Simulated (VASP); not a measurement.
Write the native input for VASP 6.6.1 that does the following.

| Item | Value |
| --- | --- |
| Task | single point |
| Functional | PBE |
| Potentials or basis | VASP PAW PBE potentials, release 64 (La, O) |
| Cutoff | 520 eV |
| k mesh | 1 × 1 × 1 |
| Occupations | gaussian, width 0.01 eV |
| Spin | no spin polarisation |
| Dipole correction | no |
| Further INCAR settings | LREAL = Auto; ALGO = Normal; EDIFF = 1e-06; NBANDS = 186 |

The structure of La2O3 (La2O3 (P-3m1)) lies in POSCAR:

```
La2O3
1.0
    7.8811453734     -0.0000000579      0.0000000000
   -3.9405726366      6.8252721332      0.0000000000
    0.0000000000      0.0000000000     12.3757188360
La O
16 24
Direct
    0.3333333334      0.1666666666      0.3763146076
    0.1666666666      0.3333333334      0.1236853924
    0.3333333334      0.1666666666      0.8763146076
    0.1666666666      0.3333333334      0.6236853924
    0.3333333334      0.6666666666      0.3763146076
    0.1666666666      0.8333333333      0.1236853924
    0.3333333334      0.6666666666      0.8763146076
    0.1666666666      0.8333333333      0.6236853924
    0.8333333333      0.1666666666      0.3763146076
    0.6666666666      0.3333333334      0.1236853924
    0.8333333333      0.1666666666      0.8763146076
    0.6666666666      0.3333333334      0.6236853924
    0.8333333333      0.6666666666      0.3763146076
    0.6666666666      0.8333333333      0.1236853924
    0.8333333333      0.6666666666      0.8763146076
    0.6666666666      0.8333333333      0.6236853924
    0.3333333334      0.1666666666      0.1773438614
    0.1666666666      0.3333333334      0.3226561386
    0.0000000000      0.0000000000      0.0000000000
    0.3333333334      0.1666666666      0.6773438614
    0.1666666666      0.3333333334      0.8226561386
    0.0000000000      0.0000000000      0.5000000000
    0.3333333334      0.6666666666      0.1773438614
    0.1666666666      0.8333333333      0.3226561386
    0.0000000000      0.5000000000      0.0000000000
    0.3333333334      0.6666666666      0.6773438614
    0.1666666666      0.8333333333      0.8226561386
    0.0000000000      0.5000000000      0.5000000000
    0.8333333333      0.1666666666      0.1773438614
    0.6666666666      0.3333333334      0.3226561386
    0.5000000000      0.0000000000      0.0000000000
    0.8333333333      0.1666666666      0.6773438614
    0.6666666666      0.3333333334      0.8226561386
    0.5000000000      0.0000000000      0.5000000000
    0.8333333333      0.6666666666      0.1773438614
    0.6666666666      0.8333333333      0.3226561386
    0.5000000000      0.5000000000      0.0000000000
    0.8333333333      0.6666666666      0.6773438614
    0.6666666666      0.8333333333      0.8226561386
    0.5000000000      0.5000000000      0.5000000000
```

These files were run (other wordings do the same):

INCAR

```
SYSTEM = La2O3
PREC = Accurate ; ENCUT = 520
EDIFF = 1E-6 ; ISMEAR = 0
SIGMA = 0.01 ; LREAL = Auto
LASPH = .TRUE. ; NELM = 80
ALGO = Normal ; ISIF = 2
LWAVE = .FALSE. ; LCHARG = .FALSE.
GGA = PE ; NBANDS = 186
```

KPOINTS

```
Automatic mesh
0
G
  1 1 1
  0 0 0
```

Potentials or basis: VASP PAW PBE potentials, release 64 (La, O).

The run is started by

```console
$ cat potpaw_PBE.64/La/POTCAR potpaw_PBE.64/O/POTCAR > POTCAR
$ mpirun -np 1 vasp_gam > vasp.out
```

Results of the run:

```json
{
 "Pressure": "0.7 GPa",
 "Largest force": "0.152 eV/Å",
 "Band gap on the k mesh": "3.83 eV"
}
```

Caveat: the k points lie up to 0.92 Å⁻¹ apart; spin-orbit coupling is left out, which moves the levels of the heavy elements.

It took 5.1 min on 1 thread of Intel(R) Xeon(R) 6975P-C (Granite Rapids) (shared host), peak memory 0.7 GiB.
